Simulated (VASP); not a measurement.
Mg:

```
Mg
1.0
     3.20930    0.00000    0.00000
    -1.60465    2.77934    0.00000
     0.00000    0.00000    5.21030
Mg
2
Cartesian
  0.0000 1.8529 1.3026
  1.6047 0.9264 3.9077
```

```yaml
Program: VASP 6.6.1
Task: relaxation of cell and atoms
Functional: LDA
Potentials_or_basis: VASP PAW LDA potentials, release 64 (Mg_sv)
Cutoff: 840 eV
k_mesh: 21 × 21 × 12
Occupations: gaussian, width 0.1 eV
Spin: no spin polarisation
```

At the start: pressure -2.8 GPa; volume 23.24 Å³/atom.

Q: Where does the relaxation end?

A: Over 9 steps the energy falls by 15.4 meV/atom and the volume is 21.56 Å³/atom (-7.2 %); space group P6_3/mmc (No. 194, to 0.1 Å) before and after.

The path:
| step | energy change (eV) | largest force (eV/Å) | pressure (GPa) | volume (Å³) |
| --- | --- | --- | --- | --- |
| 1 | 0.0000 | 0.0000 | -2.80 | 46.47 |
| 2 | -0.0294 | 0.0000 | -0.67 | 43.80 |
| 3 | -0.0309 | 0.0000 | 0.01 | 43.08 |
| 4 | -0.0309 | 0.0000 | -0.06 | 43.15 |
| 5 | -0.0309 | 0.0000 | -0.04 | 43.15 |
| 6 | -0.0309 | 0.0000 | -0.03 | 43.14 |
| 7 | -0.0309 | 0.0000 | -0.04 | 43.14 |
| 8 | -0.0309 | 0.0000 | -0.03 | 43.14 |
| 9 | -0.0309 | 0.0000 | -0.01 | 43.13 |

Final structure:
```yaml
crystal:
  lattice:
    - [3.13010, 0.00000, 0.00000]
    - [-1.56505, 2.71074, 0.00000]
    - [0.00000, 0.00000, 5.08279]
  atoms:
    - { symbol: Mg, position: [0.33333, 0.66667, 0.25000] }
    - { symbol: Mg, position: [0.66667, 0.33333, 0.75000] }
```
